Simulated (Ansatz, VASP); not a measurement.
# BAs: VASP beside Ansatz

INCAR

```
SYSTEM = BAs
ALGO = Normal
EDIFF = 1E-7
ENCUT = 520
ISIF = 2
ISMEAR = -1
LASPH = .TRUE.
LCHARG = .FALSE.
LREAL = .FALSE.
LWAVE = .FALSE.
NBANDS = 11
NELM = 80
PREC = Accurate
SIGMA = 0.03
```

The input KPOINTS:

```
k-points
0
G
  15 15 15
  0 0 0
```

Contents of POSCAR:

```
BAs
1.0
    0.0000000000      2.4601550000      2.3885000000
    2.4601550000      0.0000000000      2.3885000000
    2.4601550000      2.4601550000      0.0000000000
B As
1 1
Direct
    0.0000000000      0.0000000000      0.0000000000
    0.7500000000      0.7500000000      0.7500000000
```

Input for Ansatz:

```yaml
crystal:
  lattice:
    - [0.0, 2.460155, 2.3885]
    - [2.460155, 0.0, 2.3885]
    - [2.460155, 2.460155, 0.0]
  atoms:
    - { symbol: B, position: [0.0, 0.0, 0.0] }
    - { symbol: As, position: [0.75, 0.75, 0.75] }
kpoints:
  mp_grid: { grid: [15, 15, 15] }
  band_path:
    path:
      - [0.0, 0.0, 0.0]
      - [0.0, 0.5, 0.5]
      - [0.25, 0.75, 0.5]
      - [0.0, 0.5, 0.0]
      - [0.0, 0.0, 0.0]
      - [0.5, 0.5, 0.0]
      - [0.3826125, 0.6173875, 0.0]
      - [-0.3826125, 0.3826125, 0.0]
      - [0.0, 0.0, 0.0]
    npoints: 5
scf:
  occupations: { method: fermi_dirac, width: 0.03 }
hamiltonian:
  xc: lda
  pseudopotentials: { kind: all_electron, lapw: { basis_error: 0.00025 } }
output:
  forces: true
  stress: true
  eigenvalues: true
```

Change from the starting cell: equal xx and yy strain of +3 %.

Alike in both runs: task single point; functional LDA; k mesh 15 × 15 × 15; occupations fermi-dirac, width 0.03 eV; no spin polarisation.

|  | VASP | Ansatz |
| --- | --- | --- |
| version | VASP 6.6.1 | Ansatz 0.2.0 |
| potentials or method | VASP PAW LDA potentials, release 64 (B, As), cutoff 520 eV | all-electron LAPW, scalar-relativistic |

Ansatz gave:

- pressure (GPa): -10.7
- traceless stress, the component that is largest in VASP (GPa): 3.72

Question: Estimate VASP's values.

Answer: Pressure (GPa): -10.1; traceless stress, the component that is largest in VASP (GPa): 3.70.

LDA's correlation is that of Perdew and Zunger in VASP and of Perdew and Wang (1992) in Ansatz. Ansatz ran all-electron here, and VASP with PAW potentials.
